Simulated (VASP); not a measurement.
# InSb3 (Fm-3m) in VASP: a series of runs

The runs below take InSb3 through single point, with PBEsol.

Program: VASP 6.6.1. These are calculated values, not measurements. Logs are shortened: lines on timing, memory, paths and dates and some standing lists are left out, and cuts for length are marked.

## 1. The cell of the first run

It takes space group Fm-3m (No. 225, cubic). Conventional cell: a = 7.589 Å, b = 7.589 Å, c = 7.589 Å, α = 90.00°, β = 90.00°, γ = 90.00°. Within 4.3 Å of In (site symmetry m-3m) lie 14 Sb at 3.29 to 3.79 Å. Sb (site symmetry -43m) has 4 In at 3.29 Å and 10 Sb at 3.29 to 3.79 Å within 4.3 Å. Sb (site symmetry m-3m) has 8 Sb at 3.29 Å and 6 In at 3.79 Å within 4.3 Å.

## 2. Single point, PBEsol

Contents of INCAR:

```
SYSTEM = InSb3
ALGO = Normal
EDIFF = 1E-6
ENCUT = 520
GGA = PS
ISIF = 2
ISMEAR = 0
LASPH = .True.
LCHARG = .True.
LELF = .True.
LREAL = .False.
LVHAR = .True.
LWAVE = .False.
NBANDS = 22
NELM = 60
PREC = Accurate
SIGMA = 0.1
```

Contents of KPOINTS:

```
k-points
0
Gamma
  4 4 4
  0 0 0
```

Contents of POSCAR:

```
InSb3
1.0
    0.0000000000      3.7945550000      3.7945550000
    3.7945550000      0.0000000000      3.7945550000
    3.7945550000      3.7945550000      0.0000000000
In Sb
1 3
Direct
    0.0000000000      0.0000000000      0.0000000000
    0.2500000000      0.2500000000      0.2500000000
    0.7500000000      0.7500000000      0.7500000000
    0.5000000000      0.5000000000      0.5000000000
```

Potentials or basis: VASP PAW PBE potentials, release 64 (In_d, Sb).

Command:

```sh
$ cat potpaw_PBE.64/In_d/POTCAR potpaw_PBE.64/Sb/POTCAR > POTCAR
$ mpirun -np 1 vasp_std > vasp.out
```

OUTCAR:

```text
SYSTEM = InSb3
   EDIFF = 1E-6
   ENCUT = 520
   GGA = PS
   ISIF = 2
   ISMEAR = 0
   LASPH = .True.
   LREAL = .False.
   NELM = 60
   PREC = Accurate

 ion  position               nearest neighbor table
   1  0.000  0.000  0.000-   2 3.29   3 3.29   3 3.29   3 3.29   3 3.29   2 3.29   2 3.29   2 3.29
                             4 3.79   4 3.79   4 3.79   4 3.79   4 3.79   4 3.79
   2  0.250  0.250  0.250-   1 3.29   4 3.29   1 3.29   1 3.29   1 3.29   4 3.29   4 3.29   4 3.29

   3  0.750  0.750  0.750-   1 3.29   4 3.29   4 3.29   4 3.29   4 3.29   1 3.29   1 3.29   1 3.29

   4  0.500  0.500  0.500-   2 3.29   3 3.29   2 3.29   2 3.29   2 3.29   3 3.29   3 3.29   3 3.29
                             1 3.79   1 3.79   1 3.79   1 3.79   1 3.79   1 3.79

  LATTYP: Found a face centered cubic cell.
 ALAT       =     7.5891100000

  Lattice vectors:

 A1 = (   0.0000000000,   3.7945550000,   3.7945550000)
 A2 = (   3.7945550000,   0.0000000000,   3.7945550000)
 A3 = (   3.7945550000,   3.7945550000,   0.0000000000)

Analysis of symmetry for initial positions (statically):
=====================================================================
 Subroutine PRICEL returns:
 Original cell was already a primitive cell.

 Routine SETGRP: Setting up the symmetry group for a
 face centered cubic supercell.

 Subroutine GETGRP returns: Found 48 space group operations
 (whereof 48 operations were pure point group operations)
 out of a pool of 48 trial point group operations.

The static configuration has the point symmetry O_h .

Analysis of symmetry for dynamics (positions and initial velocities):
=====================================================================
 Subroutine PRICEL returns:
 Original cell was already a primitive cell.

 Routine SETGRP: Setting up the symmetry group for a
 face centered cubic supercell.

 Subroutine GETGRP returns: Found 48 space group operations
 (whereof 48 operations were pure point group operations)
 out of a pool of 48 trial point group operations.

The dynamic configuration has the point symmetry O_h .

 Subroutine INISYM returns: Found 48 space group operations
 (whereof 48 operations are pure point group operations),
 and found     1 'primitive' translations

----------------------------------------------------------------------------------------

                                     Primitive cell

  volume of cell :     109.2729

  direct lattice vectors                    reciprocal lattice vectors
     0.000000000  3.794555000  3.794555000    -0.131767757  0.131767757  0.131767757
     3.794555000  0.000000000  3.794555000     0.131767757 -0.131767757  0.131767757
     3.794555000  3.794555000  0.000000000     0.131767757  0.131767757 -0.131767757

  length of vectors
     5.366311144  5.366311144  5.366311144     0.228228449  0.228228449  0.228228449

  position of ions in fractional coordinates (direct lattice)
     0.000000000  0.000000000  0.000000000
     0.250000000  0.250000000  0.250000000
     0.750000000  0.750000000  0.750000000
     0.500000000  0.500000000  0.500000000

  ion indices of the primitive-cell ions
   primitive index   ion index
                 1           1
                 2           2
                 3           3
                 4           4

----------------------------------------------------------------------------------------

 KPOINTS: k-points

Automatic generation of k-mesh.
 Grid dimensions read from file:
 generate k-points for:    4    4    4

 Generating k-lattice:

  Cartesian coordinates                     Fractional coordinates (reciprocal lattice)
    -0.032941939  0.032941939  0.032941939     0.250000000  0.000000000  0.000000000
     0.032941939 -0.032941939  0.032941939     0.000000000  0.250000000  0.000000000
     0.032941939  0.032941939 -0.032941939     0.000000000  0.000000000  0.250000000

  Length of vectors
     0.057057112  0.057057112  0.057057112

  Shift w.r.t. Gamma in fractional coordinates (k-lattice)
     0.000000000  0.000000000  0.000000000

 Subroutine IBZKPT returns following result:
 ===========================================

 Found      8 irreducible k-points:

 Following reciprocal coordinates:
            Coordinates               Weight
  0.000000  0.000000  0.000000      1.000000
  0.250000  0.000000  0.000000      8.000000
  0.500000  0.000000  0.000000      4.000000
  0.250000  0.250000  0.000000      6.000000
  0.500000  0.250000  0.000000     24.000000
 -0.250000  0.250000  0.000000     12.000000
  0.500000  0.500000  0.000000      3.000000
 -0.250000  0.500000  0.250000      6.000000
   k-points           NKPTS =      8   k-points in BZ     NKDIM =      8   number of bands    NBANDS=     22
   number of dos      NEDOS =    301   number of ions     NIONS =      4
   total plane-waves  NPLWV =  64000
   dimension x,y,z NGX =    40 NGY =   40 NGZ =   40
   dimension x,y,z NGXF=    80 NGYF=   80 NGZF=   80
   ions per type =               1   3
   NGX,Y,Z   is equivalent  to a cutoff of  12.39, 12.39, 12.39 a.u.
   NGXF,Y,Z  is equivalent  to a cutoff of  24.78, 24.78, 24.78 a.u.
 SYSTEM =  InSb3
   PREC   = accura    normal or accurate (medium, high low for compatibility)
   ISTART =      0    job   : 0-new  1-cont  2-samecut
   ICHARG =      2    charge: 1-file 2-atom 10-const
   ISPIN  =      1    spin polarized calculation?
   LNONCOLLINEAR =      F non collinear calculations
   LSORBIT =      F    spin-orbit coupling
   LASPH  =      T    aspherical Exc in radial PAW
   ENCUT  =  520.0 eV  38.22 Ry    6.18 a.u.   9.98  9.98  9.98*2*pi/ulx,y,z
   NELM   =     60;   NELMIN=  2; NELMDL= -5     # of ELM steps
   EDIFF  = 0.1E-05   stopping-criterion for ELM
   LREAL  =      F    real-space projection
   EDIFFG = 0.1E-04   stopping-criterion for IOM
   NSW    =      0    number of steps for IOM
   IBRION =     -1    ionic relax: 0-MD 1-quasi-New 2-CG
   NFREE  =      0    steps in history (QN), initial steepest desc. (CG)
   ISIF   =      2    stress and relaxation
   ISYM   =      2    0-nonsym 1-usesym 2-fastsym
   POTIM  = 0.5000    time-step for ionic-motion
   TEBEG  =    0.0;   TEEND  =   0.0 temperature during run
   PSTRESS=    0.0 pullay stress
   NELECT =      28.0000    total number of electrons
   NUPDOWN=      -1.0000    fix difference up-down
   EMIN   =  10.00;   EMAX   =-10.00  energy-range for DOS
   EFERMI =   0.00;   METHOD = LEGACY
   ISMEAR =     0;   SIGMA  =   0.10  broadening in eV -4-tet -1-fermi 0-gaus
   EFERMI_NEDOS =   21; number of points for ismear=-14 and -15
   IALGO  =     38    algorithm
   IMIX   =      4    mixing-type and parameters
     AMIX     =   0.40;   BMIX     =  1.00
     AMIX_MAG =   1.60;   BMIX_MAG =  1.00
  volume/ion in A,a.u.               =      27.32       184.35
  Fermi-wavevector in a.u.,A,eV,Ry     =   1.039816  1.964968 14.710866  1.081218
  Thomas-Fermi vector in A             =   2.174364
   LORBIT       =      0    0 simple, 1 ext, 2 COOP (PROOUT), +10 PAW based schemes
   GGA     = PS    functional components
   LHFCALC =     F    Hartree Fock is set to
   AEXX    =    0.0000 exact exchange contribution
   IVDW    =     0    specifies the selected vdW correction
   LEPSILON=     F    determine dielectric tensor
   LRPA    =     F    only Hartree local field effects (RPA)
 non-spin polarized calculation
 Gauss-broadening in eV      SIGMA  =   0.10
  energy-cutoff  :      520.00
  volume of cell :      109.27
 maximum number of plane-waves:      2954
   NGX = 19   NGY = 19   NGZ = 19

 number of electron      27.9999991 magnetization

 Free energy of the ion-electron system (eV)
  ---------------------------------------------------
  ext. energy  EPLUGINS =         0.00000000
  ---------------------------------------------------
  free energy    TOTEN  =       -15.88418443 eV

  energy without entropy =      -15.84087787  energy(sigma->0) =      -15.86253115

 E-fermi :   7.7938     XC(G=0): -10.2604

 val. band max:        7.7521780555   @ k =   0.2500   0.0000   0.0000
 cond. band min:       7.8044739237   @ k =   0.5000   0.2500   0.0000
 fundamental gap:      0.0522958682
 Fermi energy:         7.7938212545

 k-point     1 :       0.0000    0.0000    0.0000
  band No.  band energies     occupation
      1      -6.6166      2.00000
      2      -6.6166      2.00000
      3      -6.6166      2.00000
      4      -6.5851      2.00000
      5      -6.5851      2.00000
      6      -4.4399      2.00000
[... 14 lines left out ...]
     21      14.5005      0.00000
     22      14.5005      0.00000

 k-point     2 :       0.2500    0.0000    0.0000
  band No.  band energies     occupation
      1      -6.6242      2.00000
      2      -6.6136      2.00000
      3      -6.6136      2.00000
      4      -6.5859      2.00000
      5      -6.5859      2.00000
      6      -3.9830      2.00000
[... 14 lines left out ...]
     21      12.7940      0.00000
     22      13.4091      0.00000

 k-point     3 :       0.5000    0.0000    0.0000
  band No.  band energies     occupation
      1      -6.6328      2.00000
      2      -6.6112      2.00000
      3      -6.6112      2.00000
      4      -6.5861      2.00000
      5      -6.5861      2.00000
      6      -2.9834      2.00000
[... 14 lines left out ...]
     21      13.5129      0.00000
     22      16.1119      0.00000

 k-point     4 :       0.2500    0.2500    0.0000
  band No.  band energies     occupation
      1      -6.6290      2.00000
      2      -6.6106      2.00000
      3      -6.6106      2.00000
      4      -6.5906      2.00000
      5      -6.5838      2.00000
      6      -3.8292      2.00000
[... 14 lines left out ...]
     21      12.5784      0.00000
     22      12.5784      0.00000

 k-point     5 :       0.5000    0.2500    0.0000
  band No.  band energies     occupation
      1      -6.6315      2.00000
      2      -6.6134      2.00000
      3      -6.6075      2.00000
      4      -6.5927      2.00000
      5      -6.5845      2.00000
      6      -2.8436      2.00000
[... 14 lines left out ...]
     21      13.0388      0.00000
     22      14.0219      0.00000

 k-point     6 :      -0.2500    0.2500    0.0000
  band No.  band energies     occupation
      1      -6.6243      2.00000
      2      -6.6185      2.00000
      3      -6.6100      2.00000
      4      -6.5880      2.00000
      5      -6.5872      2.00000
      6      -3.2488      2.00000
[... 14 lines left out ...]
     21      13.3373      0.00000
     22      14.5842      0.00000

 k-point     7 :       0.5000    0.5000    0.0000
  band No.  band energies     occupation
      1      -6.6417      2.00000
      2      -6.6043      2.00000
      3      -6.6043      2.00000
      4      -6.5985      2.00000
      5      -6.5824      2.00000
      6      -2.2573      2.00000
[... 14 lines left out ...]
     21      12.8524      0.00000
     22      13.1800      0.00000

 k-point     8 :      -0.2500    0.5000    0.2500
  band No.  band energies     occupation
      1      -6.6239      2.00000
      2      -6.6239      2.00000
      3      -6.6043      2.00000
      4      -6.5944      2.00000
      5      -6.5852      2.00000
      6      -1.8931      2.00000
[... 14 lines left out ...]
     21      11.9304      0.00000
     22      15.6180      0.00000

------------------------ aborting loop because EDIFF is reached ----------------------------------------

  FORCE on cell =-STRESS in cart. coord.  units (eV):
  Direction    XX          YY          ZZ          XY          YZ          ZX
  --------------------------------------------------------------------------------------
  -------------------------------------------------------------------------------------
  Total       -2.9012771     -2.9012771     -2.9012771      0.0000000      0.0000000      0.0000000
  in kB      -42.5389963    -42.5389963    -42.5389963      0.0000000      0.0000000      0.0000000
  external PRESSURE =     -42.5389963 kB  Pullay stress =       0.0000000 kB

 VOLUME and BASIS-vectors are now :
 -----------------------------------------------------------------------------
  energy-cutoff  :      520.00
  volume of cell :      109.27
      direct lattice vectors                 reciprocal lattice vectors
     0.000000000  3.794555000  3.794555000    -0.131767757  0.131767757  0.131767757
     3.794555000  0.000000000  3.794555000     0.131767757 -0.131767757  0.131767757
     3.794555000  3.794555000  0.000000000     0.131767757  0.131767757 -0.131767757

 POSITION                                       TOTAL-FORCE (eV/Angst)
 -----------------------------------------------------------------------------------
      0.00000      0.00000      0.00000         0.000000     -0.000000     -0.000000
      1.89728      1.89728      1.89728         0.000000      0.000000      0.000000
      5.69183      5.69183      5.69183        -0.000000     -0.000000     -0.000000
      3.79455      3.79455      3.79455         0.000000     -0.000000     -0.000000
 -----------------------------------------------------------------------------------
    total drift:                               -0.000000      0.000000      0.000000

  FREE ENERGIE OF THE ION-ELECTRON SYSTEM (eV)
  ---------------------------------------------------
  free  energy   TOTEN  =       -15.8841844305 eV

  energy  without entropy=      -15.8408778747  energy(sigma->0) =      -15.86253115
```

Run time: 27 s. Hardware: 1 thread of Intel Xeon 8259CL, shared host; peak memory 0.24 GiB.

What came out:

* Free energy: -15.8842 eV
* Pressure: -4.3 GPa
* Band gap on the k mesh: zero (bands 14 and 15 overlap by 3.51 eV)

Levels at points of the mesh, in eV from the Fermi level:
| k point | band 12 | band 13 | band 14 | band 15 | band 16 | band 17 |
| --- | --- | --- | --- | --- | --- | --- |
| (0.00, 0.00, 0.00) | -2.37 | -2.37 | -2.37 | -2.32 | -0.67 | -0.67 |
| (0.50, 0.00, 0.00) | -2.58 | -2.58 | -0.24 | -0.09 | 1.94 | 1.94 |
| (0.50, 0.50, 0.00) | 0.34 | 0.92 | 0.92 | 1.25 | 1.73 | 1.82 |

Caveat: the cell stands under tension; the PAW data sets were made with another functional, which shifts forces and pressure a little; spin-orbit coupling is left out, which moves the levels of the heavy elements.

## 3. Single point, PBEsol (24.27 Å³/atom)

This run uses another cell than the first one, of 24.27 Å³/atom.

Contents of INCAR:

```
PREC = Accurate ; ENCUT = 520
EDIFF = 1E-6 ; ISMEAR = 0
SIGMA = 0.1 ; LREAL = False
LASPH = True ; NELM = 100
ALGO = Normal ; ISIF = 2
LWAVE = False ; LCHARG = True
GGA = PS ; LELF = True
LVHAR = True ; NBANDS = 22
```

Contents of KPOINTS:

```
regular mesh
0
Gamma
  10 10 10
```

Contents of POSCAR:

```
InSb3
1.0
    0.0000000000      3.6478652816      3.6478652816
    3.6478652816      0.0000000000      3.6478652816
    3.6478652816      3.6478652816      0.0000000000
In Sb
1 3
Direct
    0.0000000000      0.0000000000      0.0000000000
    0.2500000000      0.2500000000      0.2500000000
    0.7500000000      0.7500000000      0.7500000000
    0.5000000000      0.5000000000      0.5000000000
```

Potentials or basis: VASP PAW PBE potentials, release 64 (In_d, Sb).

Command:

```sh
$ cat potpaw_PBE.64/In_d/POTCAR potpaw_PBE.64/Sb/POTCAR > POTCAR
$ mpirun -np 1 vasp_std > vasp.out
```

Run time: 1.9 min. Hardware: 1 thread of Intel Xeon 8259CL, shared host; peak memory 0.29 GiB.

The run converged. Its results:

```
Free energy            : -16.0837 eV
Pressure               : 4.5 GPa
Band gap on the k mesh : zero (bands 14 and 15 overlap by 3.18 eV)
```

Levels at points of the mesh, in eV from the Fermi level:
```tsv
k point	band 12	band 13	band 14	band 15	band 16	band 17
(0.00, 0.00, 0.00)	-2.68	-2.68	-2.68	-1.81	-0.86	-0.86
(0.50, 0.00, 0.00)	-3.00	-3.00	0.04	0.22	2.17	2.17
(0.50, 0.50, 0.00)	0.79	1.11	1.11	1.81	2.05	2.05
```

Caveat: the cell stands under pressure; the PAW data sets were made with another functional, which shifts forces and pressure a little; spin-orbit coupling is left out, which moves the levels of the heavy elements.

## 4. Single point, PBEsol (25.05 Å³/atom)

This run uses another cell than the first one, of 25.05 Å³/atom.

Contents of INCAR:

```
  ALGO = Normal
  EDIFF = 1E-6
  ENCUT = 520
  GGA = PS
  ISIF = 2
  ISMEAR = 0
  LASPH = True
  LCHARG = False
  LREAL = False
  LWAVE = False
  NBANDS = 22
  NELM = 100
  PREC = Accurate
  SIGMA = 0.1
```

Contents of KPOINTS:

```
k-points
0
Gamma
  10 10 10
```

Contents of POSCAR:

```
InSb3
1.0
    0.0000000000      3.6862666855      3.6862666855
    3.6862666855      0.0000000000      3.6862666855
    3.6862666855      3.6862666855      0.0000000000
In Sb
1 3
Direct
    0.0000000000      0.0000000000      0.0000000000
    0.2500000000      0.2500000000      0.2500000000
    0.7500000000      0.7500000000      0.7500000000
    0.5000000000      0.5000000000      0.5000000000
```

Command:

```sh
$ cat potpaw_PBE.64/In_d/POTCAR potpaw_PBE.64/Sb/POTCAR > POTCAR
$ mpirun -np 1 vasp_std > vasp.out
```

Wall time 1.7 min (1 thread of Intel Xeon 8259CL, shared host); peak memory 0.29 GiB.

The run converged. Its results:

```
Free energy            : -16.1466 eV
Pressure               : 2.0 GPa
Band gap on the k mesh : zero (bands 14 and 15 overlap by 3.25 eV)
```

Levels at points of the mesh, in eV from the Fermi level:
```tsv
k point	band 11	band 12	band 13	band 14	band 15	band 16	band 17	band 18
(0.00, 0.00, 0.00)	-2.70	-2.59	-2.59	-2.59	-1.97	-0.81	-0.81	-0.81
(0.50, 0.00, 0.00)	-3.71	-2.89	-2.89	-0.04	0.14	2.11	2.11	3.12
(0.50, 0.50, 0.00)	-5.53	0.67	1.05	1.05	1.65	1.97	1.99	1.99
```

Caveat: the PAW data sets were made with another functional, which shifts forces and pressure a little; spin-orbit coupling is left out, which moves the levels of the heavy elements.

(Continued in part 2 of 2.)

The gap in the log of VASP goes by the Fermi energy; the results here count the filled bands.